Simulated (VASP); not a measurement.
# Mg9BiSb5 (P31m) in VASP: single point with PBEsol

Aim: the single point of Mg9BiSb5 with PBEsol.

Everything below comes from runs of VASP 6.6.1. Logs are shortened: lines on timing, memory, paths and dates and some standing lists are left out, and cuts for length are marked.

### Step 1. The cell of the first run

The structure is trigonal, space group P31m (No. 157). Conventional cell: a = 7.911 Å, b = 7.911 Å, c = 7.212 Å, α = 90.00°, β = 90.00°, γ = 120.00°. Within 3.8 Å of Mg (site symmetry 3m) lie 3 Sb at 2.83 Å and 1 Bi at 3.01 Å and 6 Mg at 3.27 to 3.78 Å. Within 3.8 Å of Mg (site symmetry 3) lie 4 Sb at 2.83 to 2.94 Å and 6 Mg at 3.24 to 3.70 Å. Within 3.8 Å of Mg (site symmetry m) lie 3 Sb at 2.82 to 2.93 Å and 1 Bi at 2.88 Å and 6 Mg at 3.24 to 3.79 Å. Mg (site symmetry m) has 5 Sb at 3.03 to 3.12 Å and 1 Bi at 3.13 Å and 6 Mg at 3.69 to 3.79 Å within 4.0 Å. Within 3.8 Å of Bi (site symmetry 3m) lie 7 Mg at 2.88 to 3.13 Å. Within 3.7 Å of Sb (site symmetry 3) lie 7 Mg at 2.82 to 3.08 Å. Within 3.7 Å of Sb (site symmetry m) lie 7 Mg at 2.83 to 3.12 Å.

### Step 2. Single point, PBEsol

The input, INCAR:

```
ALGO = Normal
EDIFF = 1E-6
ENCUT = 520
GGA = PS
ISIF = 2
ISMEAR = 0
LASPH = T
LCHARG = F
LREAL = Auto
LWAVE = F
NBANDS = 42
NELM = 60
PREC = Accurate
SIGMA = 0.01
```

The input, KPOINTS:

```
k-points
0
Gamma
  6 6 6
```

The input, POSCAR:

```
Mg9BiSb5
1.0
    0.0000000000      0.0000000000      7.2116015135
    6.8510315569      3.9554449136      0.0000000000
   -6.8510315569      3.9554449136      0.0000000000
Mg Bi Sb
9 1 5
Direct
    0.6335609896      0.3333333333      0.3333333333
    0.6331565380      0.6666666667      0.0000000000
    0.6331565380      0.0000000000      0.6666666667
    0.3698234492      0.3333333333      0.9967770846
    0.3698234492      0.6698895820      0.6698895820
    0.3698234492     -0.0032229154      0.3333333333
   -0.0013930338     -0.0087498875     -0.0087498875
   -0.0013930338      0.3333333333      0.6754165541
   -0.0013930338      0.6754165541      0.3333333333
    0.2161735877      0.3333333333      0.3333333333
    0.2256275080      0.6666666667      0.0000000000
    0.2256275080      0.0000000000      0.6666666667
    0.7758020282      0.3333333333      1.0001755388
    0.7758020282      0.6664911279      0.6664911279
    0.7758020282      0.0001755388      0.3333333333
```

Potentials or basis: VASP PAW PBE potentials, release 64 (Mg, Bi_d, Sb).

Run with:

```
$ cat potpaw_PBE.64/Mg/POTCAR potpaw_PBE.64/Bi_d/POTCAR potpaw_PBE.64/Sb/POTCAR > POTCAR
$ mpirun -np 1 vasp_std > vasp.out
```

OUTCAR:

```text
EDIFF = 1E-6
   ENCUT = 520
   GGA = PS
   ISIF = 2
   ISMEAR = 0
   LASPH = T
   LREAL = Auto
   NELM = 60
   PREC = Accurate

 ion  position               nearest neighbor table
   1  0.634  0.333  0.333-  13 2.83  15 2.83  14 2.83  10 3.01   5 3.27   4 3.27   6 3.27
   2  0.633  0.667  0.000-  15 2.83  14 2.83  13 2.83  11 2.94   6 3.24   5 3.24   4 3.24
   3  0.633  0.000  0.667-  13 2.83  14 2.83  15 2.83  12 2.94   4 3.24   5 3.24   6 3.24
   4  0.370  0.333  0.997-  12 2.82  11 2.82  10 2.88  13 2.93   3 3.24   2 3.24   1 3.27
   5  0.370  0.670  0.670-  11 2.82  12 2.82  10 2.88  14 2.93   2 3.24   3 3.24   1 3.27
   6  0.370  0.997  0.333-  11 2.82  12 2.82  10 2.88  15 2.93   2 3.24   3 3.24   1 3.27
   7  0.999  0.991  0.991-  14 3.03  12 3.08  11 3.08  13 3.12  15 3.12  10 3.13
   8  0.999  0.333  0.675-  13 3.03  12 3.08  11 3.08  15 3.12  14 3.12  10 3.13
   9  0.999  0.675  0.333-  15 3.03  11 3.08  12 3.08  13 3.12  14 3.12  10 3.13
  10  0.216  0.333  0.333-   5 2.88   4 2.88   6 2.88   1 3.01   7 3.13   8 3.13   9 3.13
  11  0.226  0.667  0.000-   6 2.82   5 2.82   4 2.82   2 2.94   7 3.08   9 3.08   8 3.08
  12  0.226  0.000  0.667-   4 2.82   5 2.82   6 2.82   3 2.94   7 3.08   8 3.08   9 3.08
  13  0.776  0.333  0.000-   1 2.83   3 2.83   2 2.83   4 2.93   8 3.03   9 3.12   7 3.12
  14  0.776  0.666  0.666-   1 2.83   2 2.83   3 2.83   5 2.93   7 3.03   8 3.12   9 3.12
  15  0.776  0.000  0.333-   1 2.83   2 2.83   3 2.83   6 2.93   9 3.03   8 3.12   7 3.12

  LATTYP: Found a hexagonal cell.
 ALAT       =     7.9108898272
 C/A-ratio  =     0.9116043417

  Lattice vectors:

 A1 = (   6.8510315569,   3.9554449136,   0.0000000000)
 A2 = (  -6.8510315569,   3.9554449136,   0.0000000000)
 A3 = (   0.0000000000,   0.0000000000,   7.2116015135)

Analysis of symmetry for initial positions (statically):
=====================================================================
 Subroutine PRICEL returns:
 Original cell was already a primitive cell.

 Routine SETGRP: Setting up the symmetry group for a
 hexagonal supercell.

 Subroutine GETGRP returns: Found  6 space group operations
 (whereof  2 operations were pure point group operations)
 out of a pool of 24 trial point group operations.

The static configuration has the point symmetry C_1h.
 The point group associated with its full space group is C_3v.

Analysis of symmetry for dynamics (positions and initial velocities):
=====================================================================
 Subroutine PRICEL returns:
 Original cell was already a primitive cell.

 Routine SETGRP: Setting up the symmetry group for a
 hexagonal supercell.

 Subroutine GETGRP returns: Found  6 space group operations
 (whereof  2 operations were pure point group operations)
 out of a pool of 24 trial point group operations.

The dynamic configuration has the point symmetry C_1h.
 The point group associated with its full space group is C_3v.

 Subroutine INISYM returns: Found  6 space group operations
 (whereof  2 operations are pure point group operations),
 and found     1 'primitive' translations

----------------------------------------------------------------------------------------

                                     Primitive cell

  volume of cell :     390.8526

  direct lattice vectors                    reciprocal lattice vectors
     0.000000000  0.000000000  7.211601513     0.000000000  0.000000000  0.138665454
     6.851031557  3.955444914  0.000000000     0.072981710  0.126408030  0.000000000
    -6.851031557  3.955444914  0.000000000    -0.072981710  0.126408030  0.000000000

  length of vectors
     7.211601513  7.910889827  7.910889827     0.138665454  0.145963421  0.145963421

  position of ions in fractional coordinates (direct lattice)
     0.633560990  0.333333333  0.333333333
     0.633156538  0.666666667  1.000000000
     0.633156538  1.000000000  0.666666667
     0.369823449  0.333333333  0.996777085
     0.369823449  0.669889582  0.669889582
     0.369823449  0.996777085  0.333333333
     0.998606966  0.991250112  0.991250112
     0.998606966  0.333333333  0.675416554
     0.998606966  0.675416554  0.333333333
     0.216173588  0.333333333  0.333333333
     0.225627508  0.666666667  1.000000000
[... 37 lines left out ...]

  Length of vectors
     0.023110909  0.024327237  0.024327237

  Shift w.r.t. Gamma in fractional coordinates (k-lattice)
     0.000000000  0.000000000  0.000000000

 Subroutine IBZKPT returns following result:
 ===========================================

 Found     34 irreducible k-points:

 Following reciprocal coordinates:
            Coordinates               Weight
  0.000000  0.000000  0.000000      1.000000
  0.166667  0.000000  0.000000      2.000000
  0.333333  0.000000  0.000000      2.000000
  0.500000  0.000000  0.000000      1.000000
  0.000000  0.166667 -0.000000      6.000000
  0.166667  0.166667 -0.000000     12.000000
[... 16 lines left out ...]
  0.000000  0.333333  0.166667     12.000000
  0.166667  0.333333  0.166667     12.000000
 [... further k-points ...]
   k-points           NKPTS =     34   k-points in BZ     NKDIM =     34   number of bands    NBANDS=     42
   number of dos      NEDOS =    301   number of ions     NIONS =     15
   total plane-waves  NPLWV = 194400
   dimension x,y,z NGX =    54 NGY =   60 NGZ =   60
   dimension x,y,z NGXF=   108 NGYF=  120 NGZF=  120
   ions per type =               9   1   5
   NGX,Y,Z   is equivalent  to a cutoff of  12.45, 12.61, 12.61 a.u.
   NGXF,Y,Z  is equivalent  to a cutoff of  24.90, 25.22, 25.22 a.u.
 SYSTEM =  unknown system
   PREC   = accura    normal or accurate (medium, high low for compatibility)
   ISTART =      0    job   : 0-new  1-cont  2-samecut
   ICHARG =      2    charge: 1-file 2-atom 10-const
   ISPIN  =      1    spin polarized calculation?
   LNONCOLLINEAR =      F non collinear calculations
   LSORBIT =      F    spin-orbit coupling
   LASPH  =      T    aspherical Exc in radial PAW
   ENCUT  =  520.0 eV  38.22 Ry    6.18 a.u.  13.41 14.71 14.71*2*pi/ulx,y,z
   NELM   =     60;   NELMIN=  2; NELMDL= -5     # of ELM steps
   EDIFF  = 0.1E-05   stopping-criterion for ELM
   LREAL  =      T    real-space projection
   EDIFFG = 0.1E-04   stopping-criterion for IOM
   NSW    =      0    number of steps for IOM
   IBRION =     -1    ionic relax: 0-MD 1-quasi-New 2-CG
   NFREE  =      0    steps in history (QN), initial steepest desc. (CG)
   ISIF   =      2    stress and relaxation
   ISYM   =      2    0-nonsym 1-usesym 2-fastsym
   POTIM  = 0.5000    time-step for ionic-motion
   TEBEG  =    0.0;   TEEND  =   0.0 temperature during run
   PSTRESS=    0.0 pullay stress
   NELECT =      58.0000    total number of electrons
   NUPDOWN=      -1.0000    fix difference up-down
   EMIN   =  10.00;   EMAX   =-10.00  energy-range for DOS
   EFERMI =   0.00;   METHOD = LEGACY
   ISMEAR =     0;   SIGMA  =   0.01  broadening in eV -4-tet -1-fermi 0-gaus
   EFERMI_NEDOS =   21; number of points for ismear=-14 and -15
   IALGO  =     38    algorithm
   IMIX   =      4    mixing-type and parameters
     AMIX     =   0.40;   BMIX     =  1.00
     AMIX_MAG =   1.60;   BMIX_MAG =  1.00
  volume/ion in A,a.u.               =      26.06       175.84
  Fermi-wavevector in a.u.,A,eV,Ry     =   0.866722  1.637867 10.220792  0.751207
  Thomas-Fermi vector in A             =   1.985152
   LORBIT       =      0    0 simple, 1 ext, 2 COOP (PROOUT), +10 PAW based schemes
   GGA     = PS    functional components
   LHFCALC =     F    Hartree Fock is set to
   AEXX    =    0.0000 exact exchange contribution
   IVDW    =     0    specifies the selected vdW correction
   LEPSILON=     F    determine dielectric tensor
   LRPA    =     F    only Hartree local field effects (RPA)
 non-spin polarized calculation
 Gauss-broadening in eV      SIGMA  =   0.01
  energy-cutoff  :      520.00
  volume of cell :      390.85
 maximum number of plane-waves:     10562
 NGX is ok and might be reduce to    54
   NGX = 27   NGY = 29   NGZ = 29

 number of electron      57.9999998 magnetization

 Free energy of the ion-electron system (eV)
  ---------------------------------------------------
  ext. energy  EPLUGINS =         0.00000000
  ---------------------------------------------------
  free energy    TOTEN  =       -47.89384848 eV

  energy without entropy =      -47.89384848  energy(sigma->0) =      -47.89384848

 E-fermi :   4.6134     XC(G=0):  -8.9728

 val. band max:        4.5612715190   @ k =   0.0000   0.0000   0.0000
 cond. band min:       4.7023907065   @ k =   0.3333   0.3333   0.3333
 fundamental gap:      0.1411191875
 Fermi energy:         4.6134466417

 k-point     1 :       0.0000    0.0000    0.0000
  band No.  band energies     occupation
      1     -17.5190      2.00000
      2     -17.5190      2.00000
      3     -17.4982      2.00000
      4     -17.4778      2.00000
      5     -17.4778      2.00000
      6      -6.4080      2.00000
[... 1045 lines left out ...]
     40       7.9021      0.00000
     41       8.0381      0.00000

 [... further k-points ...]

 [bands above 41 left out]

------------------------ aborting loop because EDIFF is reached ----------------------------------------

  FORCE on cell =-STRESS in cart. coord.  units (eV):
  Direction    XX          YY          ZZ          XY          YZ          ZX
  --------------------------------------------------------------------------------------
  -------------------------------------------------------------------------------------
  Total        0.1842607      0.1842607      0.2120853      0.0000000     -0.0000000      0.0000000
  in kB        0.7553189      0.7553189      0.8693770      0.0000000     -0.0000000      0.0000000
  external PRESSURE =       0.7933383 kB  Pullay stress =       0.0000000 kB

 VOLUME and BASIS-vectors are now :
 -----------------------------------------------------------------------------
  energy-cutoff  :      520.00
  volume of cell :      390.85
      direct lattice vectors                 reciprocal lattice vectors
     0.000000000  0.000000000  7.211601513     0.000000000  0.000000000  0.138665454
     6.851031557  3.955444914  0.000000000     0.072981710  0.126408030  0.000000000
    -6.851031557  3.955444914  0.000000000    -0.072981710  0.126408030  0.000000000

 POSITION                                       TOTAL-FORCE (eV/Angst)
 -----------------------------------------------------------------------------------
      0.00000      2.63696      4.56899        -0.000000     -0.000000     -0.018956
      4.56735      2.63696      4.56607        -0.000000     -0.000000     -0.005170
     -4.56735      2.63696      4.56607        -0.000000     -0.000000     -0.005170
     -4.54527      5.26118      2.66702        -0.014246      0.008225     -0.003927
      0.00000      5.29942      2.66702        -0.000000     -0.016450     -0.003927
      4.54527      5.26118      2.66702         0.014246      0.008225     -0.003927
      0.00000      7.84167      7.20156        -0.000000      0.007702      0.001978
     -2.34362      3.99005      7.20156         0.006670     -0.003851      0.001978
      2.34362      3.99005      7.20156        -0.006670     -0.003851      0.001978
      0.00000      2.63696      1.55896        -0.000000     -0.000000      0.020719
      4.56735      2.63696      1.62714        -0.000000     -0.000000     -0.022386
     -4.56735      2.63696      1.62714        -0.000000     -0.000000     -0.022386
      2.28247      1.31918      5.59478         0.000075     -0.000043      0.019732
      0.00000      5.27254      5.59478        -0.000000      0.000086      0.019732
     -2.28247      1.31918      5.59478        -0.000075     -0.000043      0.019732
 -----------------------------------------------------------------------------------
    total drift:                               -0.000001      0.000000      0.021898

  FREE ENERGIE OF THE ION-ELECTRON SYSTEM (eV)
  ---------------------------------------------------
  free  energy   TOTEN  =       -47.8938484769 eV

  energy  without entropy=      -47.8938484769  energy(sigma->0) =      -47.89384848
```

Run time: 19 min. Hardware: 1 thread of Intel Xeon 8259CL, shared host; peak memory 0.67 GiB.

Results:

* Free energy: -47.8938 eV
* Pressure: 0.1 GPa
* Largest force: 0.022 eV/Å
* Band gap on the k mesh: 0.14 eV (least direct gap 0.19 eV)

Forces in eV/Å, atoms in the order of the input:
```
Mg   0.000  0.000 -0.019
Mg   0.000  0.000 -0.005
Mg   0.000  0.000 -0.005
Mg  -0.014  0.008 -0.004
Mg   0.000 -0.016 -0.004
Mg   0.014  0.008 -0.004
Mg   0.000  0.008  0.002
Mg   0.007 -0.004  0.002
Mg  -0.007 -0.004  0.002
Bi   0.000  0.000  0.021
Sb   0.000  0.000 -0.022
Sb   0.000  0.000 -0.022
Sb   0.000  0.000  0.020
Sb   0.000  0.000  0.020
Sb   0.000  0.000  0.020
```

Caveat: the PAW data sets were made with another functional, which shifts forces and pressure a little; spin-orbit coupling is left out, which moves the levels of the heavy elements.
